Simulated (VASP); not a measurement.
Input of a VASP 6.6.1 run:

The input INCAR:

```
PREC = Accurate
ENCUT = 500
EDIFF = 1E-6
ISMEAR = 0
SIGMA = 0.15
LREAL = False
LASPH = True
NELM = 120
ALGO = Normal
ISIF = 2
LWAVE = False
LCHARG = False
NBANDS = 14
GGA_COMPAT = False
```

KPOINTS

```
Automatic mesh
0
Gamma
  22 22 22
```

POSCAR

```
Ir
1.0
    0.0000000000      2.2234147828      1.5112550279
    2.2234147828      0.0000000000      1.5112550279
    2.2234147828      2.2234147828      0.0000000000
Ir
1
Direct
    0.0000000000      0.0000000000      0.0000000000
```

Potentials or basis: VASP PAW LDA potentials, release 64 (Ir_sv_GW).

Run with:

```bash
$ cat potpaw_LDA.64/Ir_sv_GW/POTCAR > POTCAR
$ mpirun -np 1 vasp_std > vasp.out
```

(1) Predict the pressure.

## Answers

(1) -16.1 GPa.
